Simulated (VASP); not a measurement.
MgS, 2 atoms in the cell. It takes space group I-4m2 (No. 119, tetragonal). Conventional cell: a = 4.124 Å, b = 4.124 Å, c = 5.408 Å, α = 90.00°, β = 90.00°, γ = 90.00°. Mg (site symmetry -4m2) has 4 S at 2.47 Å within 3.3 Å. S (site symmetry -4m2) has 4 Mg at 2.47 Å within 3.3 Å. 

```yaml
Program: VASP 6.6.1
Task: G0W0 quasiparticle levels
Functional: PBE
Potentials_or_basis: VASP PAW PBE potentials, release 64 (Mg_GW, S_GW)
Cutoff: 500 eV
k_mesh: 4 × 4 × 4
Occupations: gaussian, width 0.01 eV
Spin: no spin polarisation
Dipole_correction: no
GW_scheme: G0W0
GW_iterations: 1
Cutoff_of_the_response_function: 150
Frequency_points: 96
Empty_bands: 191
Further_INCAR_settings: ALGO = EVGW0; EDIFF = 1e-08; NBANDS = 195
```

Potentials or basis: VASP PAW PBE potentials, release 64 (Mg_GW, S_GW).

Run with:

```sh
$ cat potpaw_PBE.64/Mg_GW/POTCAR potpaw_PBE.64/S_GW/POTCAR > POTCAR
$ cp INCAR.step1 INCAR
$ mpirun -np 1 vasp_std > vasp.out
$ cp INCAR.step2 INCAR
$ mpirun -np 1 vasp_std > vasp.out
$ cp INCAR.step3 INCAR
$ mpirun -np 1 vasp_std > vasp.out
```

Hardware: 1 thread of Intel(R) Xeon(R) 6975P-C (Granite Rapids) (shared host).

Q: How long does it take, and how much memory?

A: Wall time 3 min on 1 thread of Intel(R) Xeon(R) 6975P-C (Granite Rapids), on a shared host, peak memory 0.56 GiB. Counts: k points 13.
